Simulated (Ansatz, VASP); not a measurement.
# La: VASP beside Ansatz

```xyz
3
Lattice="6.2535 0.0000 0.0000 -3.1267 5.4157 0.0000 0.0000 0.0000 3.8323" Properties=species:S:1:pos:R:3 pbc="T T T"
La    6.2535    0.0000    0.0000
La    0.0000    3.6104    1.9161
La    3.1267    1.8052    1.9161
```

Alike in both runs: task single point; functional revPBE; k mesh 7 × 7 × 10; occupations fermi-dirac, width 0.1 eV; no spin polarisation.

```csv
,VASP,Ansatz
version,VASP 6.6.1,Ansatz 0.2.0
potentials or method,"VASP PAW PBE potentials, release 64 (La), cutoff 520 eV","plane waves (420 eV) with PAW, scalar-relativistic"
valence electrons in the cell,33,33
```

|  | VASP | Ansatz | Ansatz less VASP |
| --- | --- | --- | --- |
| pressure (GPa) | -2.4 | -2.4 | 0.00 |
| traceless stress, the component that is largest in VASP (GPa) | 0.20 | 0.20 | -0.001 |

VASP's potentials were made for PBE, not for revPBE.

Neither program's run includes spin-orbit coupling.
